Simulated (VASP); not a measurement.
# CdS in VASP: a series of runs

Runs on CdS. Level: PBEsol. Tasks: single point.

Program: VASP 6.6.1. These are calculated values, not measurements. Logs are shortened: lines on timing, memory, paths and dates and some standing lists are left out, and cuts for length are marked.

### 1 The cell of the first run

The cell holds a slab with vacuum, 6 atoms: a = 4.058 Å, b = 4.058 Å, c = 30.328 Å, α = 90.00°, β = 90.00°, γ = 90.00°.

### 2 Single point, PBEsol

File INCAR:

```
SYSTEM = CdS
PREC     = Accurate       ! precision mode
ENCUT    = 520            ! plane-wave cutoff, eV
EDIFF    = 1E-6           ! SCF threshold, eV
ISMEAR   = 0              ! smearing method
SIGMA    = 0.05           ! smearing width, eV
LREAL    = .False.        ! projectors in reciprocal space
LASPH    = .True.         ! aspherical terms in the spheres
NELM     = 100            ! most SCF steps
ALGO     = Normal         ! electronic algorithm
ISIF     = 2              ! what is computed and relaxed
LWAVE    = .False.        ! write WAVECAR
LCHARG   = .False.        ! write CHGCAR
LDIPOL   = .True.       
IDIPOL   = 3            
DIPOL    = 0.5 0.5 0.636
GGA      = PS             ! functional
NBANDS   = 36             ! bands
```

File KPOINTS:

```
Automatic mesh
0
Gamma
  7 7 1
  0 0 0
```

File POSCAR:

```
CdS
1.0
    4.0583734765      0.0000000000      0.0000000000
    0.0000000000      4.0583734765      0.0000000000
    0.0000000000      0.0000000000     30.3275756952
S Cd
3 3
Direct
    0.5000000000      0.5000000000      0.5120488686
    0.0000000000      0.0000000000      0.6120510151
    0.5000000000      0.5000000000      0.7111139830
    1.0000000000      0.5000000000      0.5617062084
    0.5000000000      0.0000000000      0.6597691022
    0.0000000000      0.5000000000      0.7600521482
```

Potentials or basis: VASP PAW PBE potentials, release 64 (S, Cd).

On the command line:

```sh
$ cat potpaw_PBE.64/S/POTCAR potpaw_PBE.64/Cd/POTCAR > POTCAR
$ mpirun -np 1 vasp_std > vasp.out
```

OUTCAR:

```text
SYSTEM = CdS
   PREC = Accurate
   ENCUT = 520
   EDIFF = 1E-6
   ISMEAR = 0
   LREAL = .False.
   LASPH = .True.
   NELM = 100
   ISIF = 2
   GGA = PS

 ion  position               nearest neighbor table
   1  0.500  0.500  0.512-   4 2.53   4 2.53
   2  0.000  0.000  0.612-   5 2.49   5 2.49   4 2.54   4 2.54
   3  0.500  0.500  0.711-   6 2.51   6 2.51   5 2.56   5 2.56
   4  0.000  0.500  0.562-   1 2.53   1 2.53   2 2.54   2 2.54
   5  0.500  0.000  0.660-   2 2.49   2 2.49   3 2.56   3 2.56
   6  0.000  0.500  0.760-   3 2.51   3 2.51

  LATTYP: Found a simple tetragonal cell.
 ALAT       =     4.0583734765
 C/A-ratio  =     7.4728400111

  Lattice vectors:

 A1 = (   4.0583734765,   0.0000000000,   0.0000000000)
 A2 = (   0.0000000000,   4.0583734765,   0.0000000000)
 A3 = (   0.0000000000,   0.0000000000,  30.3275756952)

Analysis of symmetry for initial positions (statically):
=====================================================================
 Subroutine PRICEL returns:
 Original cell was already a primitive cell.

 Routine SETGRP: Setting up the symmetry group for a
 simple tetragonal supercell.

 Subroutine GETGRP returns: Found  4 space group operations
 (whereof  4 operations were pure point group operations)
 out of a pool of 16 trial point group operations.

The static configuration has the point symmetry C_2v.

Analysis of symmetry for dynamics (positions and initial velocities):
=====================================================================
 Subroutine PRICEL returns:
 Original cell was already a primitive cell.

 Routine SETGRP: Setting up the symmetry group for a
 simple tetragonal supercell.

 Subroutine GETGRP returns: Found  4 space group operations
 (whereof  4 operations were pure point group operations)
 out of a pool of 16 trial point group operations.

The dynamic configuration has the point symmetry C_2v.

 Subroutine INISYM returns: Found  4 space group operations
 (whereof  4 operations are pure point group operations),
 and found     1 'primitive' translations

----------------------------------------------------------------------------------------

                                     Primitive cell

  volume of cell :     499.5072

  direct lattice vectors                    reciprocal lattice vectors
     4.058373476  0.000000000  0.000000000     0.246404134  0.000000000  0.000000000
     0.000000000  4.058373476  0.000000000     0.000000000  0.246404134  0.000000000
     0.000000000  0.000000000 30.327575695     0.000000000  0.000000000  0.032973292

  length of vectors
     4.058373476  4.058373476 30.327575695     0.246404134  0.246404134  0.032973292

  position of ions in fractional coordinates (direct lattice)
     0.500000000  0.500000000  0.512048869
     0.000000000  0.000000000  0.612051015
     0.500000000  0.500000000  0.711113983
     0.000000000  0.500000000  0.561706208
     0.500000000  0.000000000  0.659769102
     0.000000000  0.500000000  0.760052148

  ion indices of the primitive-cell ions
   primitive index   ion index
                 1           1
                 2           2
                 3           3
                 4           4
                 5           5
                 6           6

----------------------------------------------------------------------------------------

 KPOINTS: Automatic mesh

Automatic generation of k-mesh.
 Grid dimensions read from file:
 generate k-points for:    7    7    1

 Generating k-lattice:

  Cartesian coordinates                     Fractional coordinates (reciprocal lattice)
     0.035200591  0.000000000  0.000000000     0.142857143  0.000000000  0.000000000
     0.000000000  0.035200591  0.000000000     0.000000000  0.142857143  0.000000000
     0.000000000  0.000000000  0.032973292     0.000000000  0.000000000  1.000000000

  Length of vectors
     0.035200591  0.035200591  0.032973292

  Shift w.r.t. Gamma in fractional coordinates (k-lattice)
     0.000000000  0.000000000  0.000000000

 Subroutine IBZKPT returns following result:
 ===========================================

 Found     16 irreducible k-points:

 Following reciprocal coordinates:
            Coordinates               Weight
  0.000000  0.000000  0.000000      1.000000
  0.142857  0.000000  0.000000      2.000000
  0.000000  0.142857  0.000000      2.000000
  0.285714  0.000000  0.000000      2.000000
  0.000000  0.285714  0.000000      2.000000
  0.428571  0.000000  0.000000      2.000000
[... 8 lines left out ...]
 -0.285714  0.428571  0.000000      4.000000
  0.428571  0.428571  0.000000      4.000000
   k-points           NKPTS =     16   k-points in BZ     NKDIM =     16   number of bands    NBANDS=     36
   number of dos      NEDOS =    301   number of ions     NIONS =      6
   total plane-waves  NPLWV = 216000
   dimension x,y,z NGX =    30 NGY =   30 NGZ =  240
   dimension x,y,z NGXF=    60 NGYF=   60 NGZF=  480
   ions per type =               3   3
   NGX,Y,Z   is equivalent  to a cutoff of  12.29, 12.29, 13.16 a.u.
   NGXF,Y,Z  is equivalent  to a cutoff of  24.58, 24.58, 26.31 a.u.
 SYSTEM =  CdS
   PREC   = accura    normal or accurate (medium, high low for compatibility)
   ISTART =      0    job   : 0-new  1-cont  2-samecut
   ICHARG =      2    charge: 1-file 2-atom 10-const
   ISPIN  =      1    spin polarized calculation?
   LNONCOLLINEAR =      F non collinear calculations
   LSORBIT =      F    spin-orbit coupling
   LASPH  =      T    aspherical Exc in radial PAW
   ENCUT  =  520.0 eV  38.22 Ry    6.18 a.u.   7.55  7.55 56.39*2*pi/ulx,y,z
   NELM   =    100;   NELMIN=  2; NELMDL= -5     # of ELM steps
   EDIFF  = 0.1E-05   stopping-criterion for ELM
   LREAL  =      F    real-space projection
   EDIFFG = 0.1E-04   stopping-criterion for IOM
   NSW    =      0    number of steps for IOM
   IBRION =     -1    ionic relax: 0-MD 1-quasi-New 2-CG
   NFREE  =      0    steps in history (QN), initial steepest desc. (CG)
   ISIF   =      2    stress and relaxation
   ISYM   =      2    0-nonsym 1-usesym 2-fastsym
   POTIM  = 0.5000    time-step for ionic-motion
   TEBEG  =    0.0;   TEEND  =   0.0 temperature during run
   PSTRESS=    0.0 pullay stress
   NELECT =      54.0000    total number of electrons
   NUPDOWN=      -1.0000    fix difference up-down
   EMIN   =  10.00;   EMAX   =-10.00  energy-range for DOS
   EFERMI =   0.00;   METHOD = LEGACY
   ISMEAR =     0;   SIGMA  =   0.05  broadening in eV -4-tet -1-fermi 0-gaus
   EFERMI_NEDOS =   21; number of points for ismear=-14 and -15
   IALGO  =     38    algorithm
   IMIX   =      4    mixing-type and parameters
     AMIX     =   0.40;   BMIX     =  1.00
     AMIX_MAG =   1.60;   BMIX_MAG =  1.00
  volume/ion in A,a.u.               =      83.25       561.81
  Fermi-wavevector in a.u.,A,eV,Ry     =   0.779876  1.473752  8.275151  0.608206
  Thomas-Fermi vector in A             =   1.883071
   LORBIT       =      0    0 simple, 1 ext, 2 COOP (PROOUT), +10 PAW based schemes
   GGA     = PS    functional components
   LHFCALC =     F    Hartree Fock is set to
   AEXX    =    0.0000 exact exchange contribution
   IVDW    =     0    specifies the selected vdW correction
   LEPSILON=     F    determine dielectric tensor
   LRPA    =     F    only Hartree local field effects (RPA)
 non-spin polarized calculation
 Gauss-broadening in eV      SIGMA  =   0.05
  energy-cutoff  :      520.00
  volume of cell :      499.51
 maximum number of plane-waves:     13521
 NGX is ok and might be reduce to    30
   NGX = 15   NGY = 15   NGZ =113

 number of electron      53.9999971 magnetization

 dipolmoment           0.000000      0.000000     -0.274779 electrons x Angstroem

 Free energy of the ion-electron system (eV)
  ---------------------------------------------------
  ext. energy  EPLUGINS =         0.00000000
  ---------------------------------------------------
  free energy    TOTEN  =       -16.91506737 eV

  energy without entropy =      -16.90389456  energy(sigma->0) =      -16.90948096

 E-fermi :  -3.4095     XC(G=0):  -3.3524

 val. band max:       -3.4126328882   @ k =   0.0000   0.0000   0.0000
 cond. band min:      -3.3809328986   @ k =   0.1429   0.1429   0.0000
 fundamental gap:      0.0316999896
 Fermi energy:        -3.4094609064

 k-point     1 :       0.0000    0.0000    0.0000
  band No.  band energies     occupation
      1     -16.7050      2.00000
      2     -15.9475      2.00000
      3     -14.4533      2.00000
      4     -12.2995      2.00000
      5     -12.2186      2.00000
      6     -12.0539      2.00000
[... 28 lines left out ...]
     35       1.7965      0.00000
     36       2.2583      0.00000

 k-point     2 :       0.1429    0.0000    0.0000
  band No.  band energies     occupation
      1     -16.6696      2.00000
      2     -15.9197      2.00000
      3     -14.4271      2.00000
      4     -12.2820      2.00000
      5     -12.1735      2.00000
      6     -12.0383      2.00000
[... 28 lines left out ...]
     35       1.8944      0.00000
     36       2.1932      0.00000

 k-point     3 :       0.0000    0.1429    0.0000
  band No.  band energies     occupation
      1     -16.6703      2.00000
      2     -15.9212      2.00000
      3     -14.4319      2.00000
      4     -12.2974      2.00000
      5     -12.2090      2.00000
      6     -12.0449      2.00000
[... 28 lines left out ...]
     35       1.5595      0.00000
     36       2.2650      0.00000

 k-point     4 :       0.2857    0.0000    0.0000
  band No.  band energies     occupation
      1     -16.5897      2.00000
      2     -15.8567      2.00000
      3     -14.3687      2.00000
      4     -12.2303      2.00000
      5     -12.0809      2.00000
      6     -12.0424      2.00000
[... 28 lines left out ...]
     35       2.4036      0.00000
     36       2.4856      0.00000

 k-point     5 :       0.0000    0.2857    0.0000
  band No.  band energies     occupation
      1     -16.5912      2.00000
      2     -15.8610      2.00000
      3     -14.3826      2.00000
      4     -12.2927      2.00000
      5     -12.1957      2.00000
      6     -12.0610      2.00000
[... 343 lines left out ...]
 k-point    14 :       0.4286    0.2857    0.0000
  band No.  band energies     occupation
      1     -16.4374      2.00000
      2     -15.7194      2.00000
      3     -14.2509      2.00000
      4     -12.1360      2.00000
      5     -12.0979      2.00000
      6     -12.0205      2.00000
[... 28 lines left out ...]
     35       2.3273      0.00000
     36       3.0434      0.00000

 k-point    15 :      -0.2857    0.4286    0.0000
  band No.  band energies     occupation
      1     -16.4374      2.00000
      2     -15.7206      2.00000
      3     -14.2559      2.00000
      4     -12.1930      2.00000
      5     -12.0904      2.00000
      6     -12.0442      2.00000
[... 28 lines left out ...]
     35       2.6968      0.00000
     36       2.7803      0.00000

 k-point    16 :       0.4286    0.4286    0.0000
  band No.  band energies     occupation
      1     -16.3878      2.00000
      2     -15.6705      2.00000
      3     -14.2099      2.00000
      4     -12.1170      2.00000
      5     -12.1108      2.00000
      6     -12.0374      2.00000
[... 28 lines left out ...]
     35       2.5390      0.00000
     36       2.8951      0.00000

------------------------ aborting loop because EDIFF is reached ----------------------------------------

 vacuum level on the upper side and lower side of the slab       (xc-potential included)        -1.658         1.346

  FORCE on cell =-STRESS in cart. coord.  units (eV):
  Direction    XX          YY          ZZ          XY          YZ          ZX
  --------------------------------------------------------------------------------------
  -------------------------------------------------------------------------------------
  Total       -0.6124914     -1.3938903     -0.5949115      0.0000000      0.0000000      0.0000000
  in kB       -1.9645763     -4.4709258     -1.9081884      0.0000000      0.0000000      0.0000000
  external PRESSURE =      -2.7812302 kB  Pullay stress =       0.0000000 kB

 VOLUME and BASIS-vectors are now :
 -----------------------------------------------------------------------------
  energy-cutoff  :      520.00
  volume of cell :      499.51
      direct lattice vectors                 reciprocal lattice vectors
     4.058373476  0.000000000  0.000000000     0.246404134  0.000000000  0.000000000
     0.000000000  4.058373476  0.000000000     0.000000000  0.246404134  0.000000000
     0.000000000  0.000000000 30.327575695     0.000000000  0.000000000  0.032973292

 POSITION                                       TOTAL-FORCE (eV/Angst)
 -----------------------------------------------------------------------------------
      2.02919      2.02919     15.52920         0.000000      0.000000      0.531357
      0.00000      0.00000     18.56202         0.000000      0.000000      0.399336
      2.02919      2.02919     21.56636         0.000000      0.000000      0.315312
      0.00000      2.02919     17.03519         0.000000      0.000000     -0.785057
      2.02919      0.00000     20.00920         0.000000      0.000000     -0.313138
      0.00000      2.02919     23.05054         0.000000      0.000000     -0.147810
 -----------------------------------------------------------------------------------
    total drift:                                0.000000      0.000000      0.000250

  FREE ENERGIE OF THE ION-ELECTRON SYSTEM (eV)
  ---------------------------------------------------
  free  energy   TOTEN  =       -16.9150673674 eV

  energy  without entropy=      -16.9038945617  energy(sigma->0) =      -16.90948096

 vacuum level on the upper side and lower side of the slab         0.526         3.574
```

It took 4.6 min on 1 thread of Intel Xeon 6975P-C (Granite Rapids), shared host; peak memory 0.6 GiB.

Results:

```yaml
Free_energy: -16.9151 eV
Largest_force: 0.785 eV/Å
Band_gap_on_the_k_mesh: zero (bands 27 and 28 overlap by 0.03 eV)
```

Forces on the atoms (eV/Å):
```
S    0.000  0.000  0.531
S    0.000  0.000  0.399
S    0.000  0.000  0.315
Cd   0.000  0.000 -0.785
Cd   0.000  0.000 -0.313
Cd   0.000  0.000 -0.148
```

Caveat: the PAW data sets were made with another functional, which shifts forces and pressure a little.

### 3 Single point, PBEsol

This run uses another cell than the first one.

File INCAR:

```
SYSTEM = CdS
PREC = Accurate ; ENCUT = 520
EDIFF = 1E-7 ; ISMEAR = 0
SIGMA = 0.05 ; LREAL = .FALSE.
LASPH = .TRUE. ; NELM = 80
ALGO = Normal ; ISIF = 2
LWAVE = .FALSE. ; LCHARG = .TRUE.
LDIPOL = .TRUE. ; IDIPOL = 3
DIPOL = 0.5 0.5 0.635 ; GGA = PS
LELF = .TRUE. ; LVHAR = .TRUE.
LVACPOTAV = .TRUE. ; NBANDS = 36
```

File KPOINTS:

```
regular mesh
0
G
  7 7 1
  0 0 0
```

File POSCAR:

```
CdS
1.0
    4.0583734765      0.0000000000      0.0000000000
    0.0000000000      4.0583734765      0.0000000000
    0.0000000000      0.0000000000     30.6575756952
S Cd
3 3
Direct
    0.0000000000      0.0000000000      0.5159695937
    0.5000000000      0.5000000000      0.6112425924
    0.0000000000      0.0000000000      0.7093014271
    0.5000000000      0.0000000000      0.5603468694
    1.0000000000      0.5000000000      0.6578583973
    0.5000000000      0.0000000000      0.7569507568
```

Potentials or basis: VASP PAW PBE potentials, release 64 (S, Cd).

On the command line:

```sh
$ cat potpaw_PBE.64/S/POTCAR potpaw_PBE.64/Cd/POTCAR > POTCAR
$ mpirun -np 1 vasp_std > vasp.out
```

Wall time 5.1 min (1 thread of Intel Xeon 6975P-C (Granite Rapids), shared host); peak memory 0.61 GiB.

Results (log left out):

```
Free energy   : -16.9697 eV
Largest force : 0.413 eV/Å
```

Forces on the atoms (eV/Å):
```
S    0.000  0.000 -0.036
S    0.000  0.000  0.413
S    0.000  0.000  0.277
Cd   0.000  0.000 -0.215
Cd   0.000  0.000 -0.306
Cd   0.000  0.000 -0.132
```

Levels at points of the mesh, in eV from the Fermi level:
```tsv
k point	band 24	band 25	band 26	band 27	band 28	band 29	band 30	band 31
(0.00, 0.00, 0.00)	-1.20	-1.15	-0.03	0.00	0.18	1.93	2.79	3.73
```

Caveat: the PAW data sets were made with another functional, which shifts forces and pressure a little.
